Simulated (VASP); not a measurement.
# Si (P6_3/mmc) in VASP: notebook

Runs on Si. Level: RPBE. Tasks: single point.

Everything below comes from runs of VASP 6.6.1. Logs are shortened: lines on timing, memory, paths and dates and some standing lists are left out, and cuts for length are marked.

## Step 1: The cell of the first run

The structure is hexagonal, space group P6_3/mmc (No. 194). Conventional cell: a = 2.694 Å, b = 2.694 Å, c = 8.935 Å, α = 90.00°, β = 90.00°, γ = 120.00°. Si (site symmetry -3m) has 12 Si at 2.69 to 2.72 Å within 3.6 Å. Si (site symmetry -6m2) has 12 Si at 2.69 to 2.72 Å within 3.6 Å.

This isn't the form of Si at room conditions, which is diamond.

## Step 2: Single point, RPBE (14.03 Å³/atom)

File INCAR:

```
ALGO = Normal ; EDIFF = 1E-6
ENCUT = 520 ; GGA = RP
ISIF = 2 ; ISMEAR = -1
LASPH = True ; LCHARG = True
LELF = True ; LREAL = False
LVHAR = True ; LWAVE = False
NBANDS = 16 ; NELM = 60
PREC = Accurate ; SIGMA = 0.1
```

File KPOINTS:

```
k-points
0
Gamma
  15 15 4
```

File POSCAR:

```
Si
1.0
    2.6935515944      0.0000000000      0.0000000000
   -1.3467757972      2.3326841072      0.0000000000
    0.0000000000      0.0000000000      8.9347577931
Si
4
Direct
    0.0000000000      0.0000000000      0.0000000000
    0.0000000000      0.0000000000      0.5000000000
    0.3333333333      0.6666666667      0.2500000000
    0.6666666667      0.3333333333      0.7500000000
```

Potentials or basis: VASP PAW PBE potentials, release 64 (Si).

The run is started by

```
> cat potpaw_PBE.64/Si/POTCAR > POTCAR
> mpirun -np 1 vasp_std > vasp.out
```

OUTCAR:

```text
EDIFF = 1E-6
   ENCUT = 520
   GGA = RP
   ISIF = 2
   ISMEAR = -1
   LASPH = True
   LREAL = False
   NELM = 60
   PREC = Accurate

 ion  position               nearest neighbor table
   1  0.000  0.000  0.000-   3 2.72   4 2.72   4 2.72   3 2.72   4 2.72   3 2.72
   2  0.000  0.000  0.500-   3 2.72   4 2.72   4 2.72   3 2.72   4 2.72   3 2.72
   3  0.333  0.667  0.250-   1 2.72   2 2.72   1 2.72   2 2.72   1 2.72   2 2.72
   4  0.667  0.333  0.750-   1 2.72   2 2.72   1 2.72   2 2.72   1 2.72   2 2.72

  LATTYP: Found a hexagonal cell.
 ALAT       =     2.6935515944
 C/A-ratio  =     3.3170917578

  Lattice vectors:

 A1 = (   2.6935515944,   0.0000000000,   0.0000000000)
 A2 = (  -1.3467757972,   2.3326841072,   0.0000000000)
 A3 = (   0.0000000000,   0.0000000000,   8.9347577931)

Analysis of symmetry for initial positions (statically):
=====================================================================
 Subroutine PRICEL returns:
 Original cell was already a primitive cell.

 Routine SETGRP: Setting up the symmetry group for a
 hexagonal supercell.

 Subroutine GETGRP returns: Found 24 space group operations
 (whereof 12 operations were pure point group operations)
 out of a pool of 24 trial point group operations.

The static configuration has the point symmetry D_3d.
 The point group associated with its full space group is D_6h.

Analysis of symmetry for dynamics (positions and initial velocities):
=====================================================================
 Subroutine PRICEL returns:
 Original cell was already a primitive cell.

 Routine SETGRP: Setting up the symmetry group for a
 hexagonal supercell.

 Subroutine GETGRP returns: Found 24 space group operations
 (whereof 12 operations were pure point group operations)
 out of a pool of 24 trial point group operations.

The dynamic configuration has the point symmetry D_3d.
 The point group associated with its full space group is D_6h.

 Subroutine INISYM returns: Found 24 space group operations
 (whereof 12 operations are pure point group operations),
 and found     1 'primitive' translations

----------------------------------------------------------------------------------------

                                     Primitive cell

  volume of cell :      56.1389

  direct lattice vectors                    reciprocal lattice vectors
     2.693551594  0.000000000  0.000000000     0.371257043  0.214345354  0.000000000
    -1.346775797  2.332684107  0.000000000     0.000000000  0.428690707  0.000000000
     0.000000000  0.000000000  8.934757793     0.000000000  0.000000000  0.111922452

  length of vectors
     2.693551594  2.693551594  8.934757793     0.428690707  0.428690707  0.111922452

  position of ions in fractional coordinates (direct lattice)
     0.000000000  0.000000000  0.000000000
     0.000000000  0.000000000  0.500000000
     0.333333333  0.666666667  0.250000000
     0.666666667  0.333333333  0.750000000

  ion indices of the primitive-cell ions
   primitive index   ion index
                 1           1
                 2           2
                 3           3
                 4           4

----------------------------------------------------------------------------------------

 KPOINTS: k-points

Automatic generation of k-mesh.
 Grid dimensions read from file:
 generate k-points for:   15   15    4

 Generating k-lattice:

  Cartesian coordinates                     Fractional coordinates (reciprocal lattice)
     0.024750470  0.014289690  0.000000000     0.066666667  0.000000000  0.000000000
     0.000000000  0.028579380  0.000000000     0.000000000  0.066666667  0.000000000
     0.000000000  0.000000000  0.027980613     0.000000000  0.000000000  0.250000000

  Length of vectors
     0.028579380  0.028579380  0.027980613

  Shift w.r.t. Gamma in fractional coordinates (k-lattice)
     0.000000000  0.000000000  0.000000000

 Subroutine IBZKPT returns following result:
 ===========================================

 Found     81 irreducible k-points:

 Following reciprocal coordinates:
            Coordinates               Weight
  0.000000  0.000000  0.000000      1.000000
  0.066667  0.000000  0.000000      6.000000
  0.133333  0.000000  0.000000      6.000000
  0.200000  0.000000  0.000000      6.000000
  0.266667  0.000000  0.000000      6.000000
  0.333333  0.000000  0.000000      6.000000
[... 16 lines left out ...]
  0.333333  0.200000  0.000000     12.000000
  0.400000  0.200000  0.000000      6.000000
 [... further k-points ...]
   k-points           NKPTS =     81   k-points in BZ     NKDIM =     81   number of bands    NBANDS=     16
   number of dos      NEDOS =    301   number of ions     NIONS =      4
   total plane-waves  NPLWV =  28000
   dimension x,y,z NGX =    20 NGY =   20 NGZ =   70
   dimension x,y,z NGXF=    40 NGYF=   40 NGZF=  140
   ions per type =               4
   NGX,Y,Z   is equivalent  to a cutoff of  12.34, 12.34, 13.02 a.u.
   NGXF,Y,Z  is equivalent  to a cutoff of  24.69, 24.69, 26.05 a.u.
 SYSTEM =  unknown system
   PREC   = accura    normal or accurate (medium, high low for compatibility)
   ISTART =      0    job   : 0-new  1-cont  2-samecut
   ICHARG =      2    charge: 1-file 2-atom 10-const
   ISPIN  =      1    spin polarized calculation?
   LNONCOLLINEAR =      F non collinear calculations
   LSORBIT =      F    spin-orbit coupling
   LASPH  =      T    aspherical Exc in radial PAW
   ENCUT  =  520.0 eV  38.22 Ry    6.18 a.u.   5.01  5.01 16.61*2*pi/ulx,y,z
   NELM   =     60;   NELMIN=  2; NELMDL= -5     # of ELM steps
   EDIFF  = 0.1E-05   stopping-criterion for ELM
   LREAL  =      F    real-space projection
[... 7 lines left out ...]
   TEBEG  =    0.0;   TEEND  =   0.0 temperature during run
   PSTRESS=    0.0 pullay stress
   NELECT =      16.0000    total number of electrons
   NUPDOWN=      -1.0000    fix difference up-down
   EMIN   =  10.00;   EMAX   =-10.00  energy-range for DOS
   EFERMI =   0.00;   METHOD = LEGACY
   ISMEAR =    -1;   SIGMA  =   0.10  broadening in eV -4-tet -1-fermi 0-gaus
   EFERMI_NEDOS =   21; number of points for ismear=-14 and -15
   IALGO  =     38    algorithm
   IMIX   =      4    mixing-type and parameters
     AMIX     =   0.40;   BMIX     =  1.00
     AMIX_MAG =   1.60;   BMIX_MAG =  1.00
  volume/ion in A,a.u.               =      14.03        94.71
  Fermi-wavevector in a.u.,A,eV,Ry     =   1.077358  2.035912 15.792294  1.160701
  Thomas-Fermi vector in A             =   2.213268
   LORBIT       =      0    0 simple, 1 ext, 2 COOP (PROOUT), +10 PAW based schemes
   GGA     = RP    functional components
   LHFCALC =     F    Hartree Fock is set to
   AEXX    =    0.0000 exact exchange contribution
   IVDW    =     0    specifies the selected vdW correction
   LEPSILON=     F    determine dielectric tensor
   LRPA    =     F    only Hartree local field effects (RPA)
 non-spin polarized calculation
  energy-cutoff  :      520.00
  volume of cell :       56.14
 maximum number of plane-waves:      1548
 NGX is ok and might be reduce to    20
   NGX =  9   NGY =  9   NGZ = 33

 number of electron      16.0000000 magnetization

 Free energy of the ion-electron system (eV)
  ---------------------------------------------------
  ext. energy  EPLUGINS =         0.00000000
  ---------------------------------------------------
  free energy    TOTEN  =       -18.42123171 eV

  energy without entropy =      -18.36072970  energy(sigma->0) =      -18.39098071

 E-fermi :  10.6495     XC(G=0): -11.3084

 val. band max:       10.6411471860   @ k =   0.2000   0.1333   0.5000
 cond. band min:      10.6617311726   @ k =   0.3333   0.2000   0.2500
 fundamental gap:      0.0205839866
 Fermi energy:        10.6494776829

 k-point     1 :       0.0000    0.0000    0.0000
  band No.  band energies     occupation
      1      -4.0884      2.00000
      2      -2.2767      2.00000
      3      -2.2739      2.00000
      4       2.7481      2.00000
      5       3.4220      2.00000
      6      11.6756      0.00007
[... 8 lines left out ...]
     15      21.6412      0.00000
     16      21.9503      0.00000

 k-point     2 :       0.0667    0.0000    0.0000
  band No.  band energies     occupation
      1      -3.9696      2.00000
      2      -2.1588      2.00000
      3      -2.1561      2.00000
      4       2.8653      2.00000
      5       3.5337      2.00000
      6      11.7776      0.00003
[... 8 lines left out ...]
     15      21.5242      0.00000
     16      21.7293      0.00000

 k-point     3 :       0.1333    0.0000    0.0000
  band No.  band energies     occupation
      1      -3.6135      2.00000
      2      -1.8056      2.00000
      3      -1.8030      2.00000
      4       3.2164      2.00000
      5       3.8686      2.00000
      6      12.0699      0.00000
[... 8 lines left out ...]
     15      20.5011      0.00000
     16      20.6581      0.00000

 k-point     4 :       0.2000    0.0000    0.0000
  band No.  band energies     occupation
      1      -3.0216      2.00000
      2      -1.2183      2.00000
      3      -1.2163      2.00000
      4       3.7986      2.00000
      5       4.4251      2.00000
      6      12.0799      0.00000
[... 8 lines left out ...]
     15      18.6524      0.00000
     16      18.8703      0.00000
[... 324 lines left out ...]
 k-point    22 :       0.2667    0.2000    0.0000
  band No.  band energies     occupation
      1       0.2594      2.00000
      2       2.0301      2.00000
      3       2.0368      2.00000
      4       6.8528      2.00000
      5       7.2737      2.00000
      6       7.4022      2.00000
[... 8 lines left out ...]
     15      15.2276      0.00000
     16      15.8680      0.00000

 k-point    23 :       0.3333    0.2000    0.0000
  band No.  band energies     occupation
      1       1.6446      2.00000
      2       3.3820      2.00000
      3       3.4127      2.00000
      4       5.1210      2.00000
      5       6.7542      2.00000
      6       6.8262      2.00000
[... 8 lines left out ...]
     15      15.3514      0.00000
     16      16.8832      0.00000

 k-point    24 :       0.4000    0.2000    0.0000
  band No.  band energies     occupation
      1       3.1031      2.00000
      2       3.3824      2.00000
      3       4.8038      2.00000
      4       4.9827      2.00000
      5       5.0153      2.00000
      6       5.2867      2.00000
[... 8 lines left out ...]
     15      15.3508      0.00000
     16      17.5625      0.00000

 [... further k-points ...]

------------------------ aborting loop because EDIFF is reached ----------------------------------------

  FORCE on cell =-STRESS in cart. coord.  units (eV):
  Direction    XX          YY          ZZ          XY          YZ          ZX
  --------------------------------------------------------------------------------------
  -------------------------------------------------------------------------------------
  Total        0.7969801      0.7969801      1.6853601      0.0000000      0.0000000      0.0000000
  in kB       22.7454233     22.7454233     48.0993575      0.0000000      0.0000000      0.0000000
  external PRESSURE =      31.1967347 kB  Pullay stress =       0.0000000 kB

 VOLUME and BASIS-vectors are now :
 -----------------------------------------------------------------------------
  energy-cutoff  :      520.00
  volume of cell :       56.14
      direct lattice vectors                 reciprocal lattice vectors
     2.693551594  0.000000000  0.000000000     0.371257043  0.214345354  0.000000000
    -1.346775797  2.332684107  0.000000000     0.000000000  0.428690707  0.000000000
     0.000000000  0.000000000  8.934757793     0.000000000  0.000000000  0.111922452

 POSITION                                       TOTAL-FORCE (eV/Angst)
 -----------------------------------------------------------------------------------
      0.00000      0.00000      0.00000         0.000000      0.000000      0.000000
      0.00000      0.00000      4.46738         0.000000      0.000000      0.000000
     -0.00000      1.55512      2.23369        -0.000000      0.000000      0.000000
      1.34678      0.77756      6.70107         0.000000     -0.000000      0.000000
 -----------------------------------------------------------------------------------
    total drift:                               -0.000000      0.000000     -0.000000

  FREE ENERGIE OF THE ION-ELECTRON SYSTEM (eV)
  ---------------------------------------------------
  free  energy   TOTEN  =       -18.4212317137 eV

  energy  without entropy=      -18.3607296964  energy(sigma->0) =      -18.39098071
```

Run time: 46 s. Hardware: 1 thread of Intel Xeon Platinum 8375C at 2.90GHz (Ice Lake), shared host; peak memory 0.19 GiB.

Results:

```yaml
Free_energy: -18.4212 eV
Pressure: 3.1 GPa
Band_gap_on_the_k_mesh: zero (bands 8 and 9 overlap by 12.82 eV)
```

Levels at points of the mesh, in eV from the Fermi level:
```
           k point  band 6  band 7  band 8  band 9  band 10  band 11
(0.00, 0.00, 0.00)    1.03    1.03    8.83    8.83     9.35     9.35
(0.00, 0.00, 0.50)   -3.63    6.26    6.26    9.10     9.10     9.10
```

Caveat: the cell stands under pressure; the PAW data sets were made with another functional, which shifts forces and pressure a little.

## Step 3: Single point, RPBE (14.62 Å³/atom)

This run uses another cell than the first one, of 14.62 Å³/atom.

File INCAR:

```
ALGO = Normal
EDIFF = 1E-7
ENCUT = 520
GGA = RP
ISIF = 2
ISMEAR = -1
LASPH = True
LCHARG = False
LREAL = False
LWAVE = False
NBANDS = 16
NELM = 80
PREC = Accurate
SIGMA = 0.1
```

KPOINTS is that of step 2.

File POSCAR:

```
Si
1.0
    2.7304541471      0.0000000000      0.0000000000
   -1.3652270736      2.3646426553      0.0000000000
    0.0000000000      0.0000000000      9.0571669466
Si
4
Direct
    0.0000000000      0.0000000000      0.0000000000
    0.0000000000      0.0000000000      0.5000000000
    0.3333333333      0.6666666667      0.2500000000
    0.6666666667      0.3333333333      0.7500000000
```

Potentials or basis: VASP PAW PBE potentials, release 64 (Si).

The run is started by

```
> cat potpaw_PBE.64/Si/POTCAR > POTCAR
> mpirun -np 1 vasp_std > vasp.out
```

OUTCAR:

```text
EDIFF = 1E-7
   ENCUT = 520
   GGA = RP
   ISIF = 2
   ISMEAR = -1
   LASPH = True
   LREAL = False
   NELM = 80
   PREC = Accurate

 ion  position               nearest neighbor table
   1  0.000  0.000  0.000-   3 2.76   4 2.76   4 2.76   3 2.76   4 2.76   3 2.76
   2  0.000  0.000  0.500-   3 2.76   4 2.76   4 2.76   3 2.76   4 2.76   3 2.76
   3  0.333  0.667  0.250-   1 2.76   2 2.76   1 2.76   2 2.76   1 2.76   2 2.76
   4  0.667  0.333  0.750-   1 2.76   2 2.76   1 2.76   2 2.76   1 2.76   2 2.76

[... 657 lines left out ...]
  Direction    XX          YY          ZZ          XY          YZ          ZX
  --------------------------------------------------------------------------------------
  -------------------------------------------------------------------------------------
  Total       -0.4426197     -0.4426197      0.3450064      0.0000000      0.0000000      0.0000000
  in kB      -12.1268642    -12.1268642      9.4524619      0.0000000      0.0000000      0.0000000
  external PRESSURE =      -4.9337555 kB  Pullay stress =       0.0000000 kB

 VOLUME and BASIS-vectors are now :
 -----------------------------------------------------------------------------
  energy-cutoff  :      520.00
  volume of cell :       58.48
      direct lattice vectors                 reciprocal lattice vectors
     2.730454147  0.000000000  0.000000000     0.366239441  0.211448440  0.000000000
    -1.365227074  2.364642655  0.000000000     0.000000000  0.422896879  0.000000000
     0.000000000  0.000000000  9.057166947     0.000000000  0.000000000  0.110409801

 POSITION                                       TOTAL-FORCE (eV/Angst)
 -----------------------------------------------------------------------------------
      0.00000      0.00000      0.00000         0.000000      0.000000     -0.000000
      0.00000      0.00000      4.52858         0.000000      0.000000     -0.000000
     -0.00000      1.57643      2.26429         0.000000     -0.000000      0.000000
      1.36523      0.78821      6.79288        -0.000000      0.000000      0.000000
 -----------------------------------------------------------------------------------
    total drift:                               -0.000000      0.000000     -0.000000

  FREE ENERGIE OF THE ION-ELECTRON SYSTEM (eV)
  ---------------------------------------------------
  free  energy   TOTEN  =       -18.4397321559 eV

  energy  without entropy=      -18.3773745268  energy(sigma->0) =      -18.40855334
```

Run time: 52 s. Hardware: 1 thread of Intel Xeon Platinum 8375C at 2.90GHz (Ice Lake), shared host; peak memory 0.19 GiB.

What came out:

```
Free energy            : -18.4397 eV
Pressure               : -0.5 GPa
Band gap on the k mesh : zero (bands 8 and 9 overlap by 12.37 eV)
```

Caveat: the PAW data sets were made with another functional, which shifts forces and pressure a little.

(Continued in part 2 of 3.)

The gap in the log of VASP goes by the Fermi energy; the results here count the filled bands.